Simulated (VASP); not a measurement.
Crystal: Si3SnO8.

```
CELL_PARAMETERS angstrom
3.10488 -3.01017 0.00000
3.10488 3.01017 0.00000
0.00000 0.00000 5.64717
ATOMIC_POSITIONS crystal
Si 0.50000 0.50000 0.00000
Si 0.00000 0.00000 0.76128
Si 0.00000 0.00000 0.23872
O 0.19424 0.19424 0.00000
O 0.80576 0.80576 0.00000
O 0.70426 0.29574 0.77727
O 0.29574 0.70426 0.77727
O 0.17505 0.17505 0.50000
O 0.82495 0.82495 0.50000
O 0.70426 0.29574 0.22273
O 0.29574 0.70426 0.22273
Sn 0.50000 0.50000 0.50000
```

Base run:

- Program: VASP 6.6.1
- Functional: PBE
- Potentials or basis: VASP PAW PBE potentials, release 64 (Si, O, Sn_d)
- Cutoff: 520 eV
- k mesh: 6 × 6 × 4
- Occupations: fermi-dirac, width 0.02 eV
- Spin: no spin polarisation

Its results: band gap on the k mesh 3.54 eV; pressure 9.4 GPa; largest force 0.179 eV/Å.

Task: The run is repeated on the same cell with these changes: functional from PBE to r2SCAN; occupations from fermi-dirac, width 0.02 eV to gaussian, width 0.01 eV. What comes out?

Result: Band gap on the k mesh 4.37 eV; pressure 0.8 GPa; largest force 0.080 eV/Å.

Caveats: spin-orbit coupling is left out, which moves the levels of the heavy elements; the cell stands under pressure (at least some runs); the PAW data sets were made with another functional, which shifts forces and pressure a little (at least some runs).

A k mesh can miss the band edges.
